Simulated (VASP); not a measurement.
Input of a VASP 6.6.1 run:

POSCAR

```
Rh
1.0
    2.7669170555      0.0000000000      0.0000000000
   -1.3834590343      2.3962202665      0.0000000000
    0.0000000000      0.0000000000      4.4867652751
Rh
2
Direct
    0.6666666667      0.3333333333      0.7500000000
    0.3333333333      0.6666666667      0.2500000000
```

INCAR.step1

```
PREC = Accurate
ENCUT = 520
ISMEAR = 1
SIGMA = 0.15
LREAL = False
LASPH = True
NELM = 60
NBANDS = 22
GGA = PE
ALGO = Normal
EDIFF = 1E-4
LWAVE = True
LCHARG = False
```

Contents of INCAR.step2:

```
PREC = Accurate
ENCUT = 520
EDIFF = 1E-7
ISMEAR = 1
SIGMA = 0.15
LREAL = False
LASPH = True
NELM = 60
ALGO = Normal
ISIF = 2
LWAVE = False
LCHARG = True
METAGGA = R2SCAN
LMIXTAU = True
LELF = True
LVHAR = True
NBANDS = 22
ISTART = 1
```

The input KPOINTS:

```
Automatic mesh
0
Gamma
  12 12 7
```

Potentials or basis: VASP PAW PBE potentials, release 64 (Rh_pv).

Launch:

```console
$ cat potpaw_PBE.64/Rh_pv/POTCAR > POTCAR
$ cp INCAR.step1 INCAR
$ mpirun -np 1 vasp_std > vasp.out
$ cp INCAR.step2 INCAR
$ mpirun -np 1 vasp_std > vasp.out
```

Q: What does it give for the band gap on the k mesh?

A: Zero (band 15 reaches 10.98 eV, above the bottom of band 16 at 8.82 eV).

Q: What does it give for the pressure?

A: -17.0 GPa.

Stress tensor (GPa, compression positive):
```
-16.78   0.00   0.00
  0.00 -16.78   0.00
  0.00   0.00 -17.37
```

Caveat: the PAW data sets were made with another functional, which shifts forces and pressure a little.
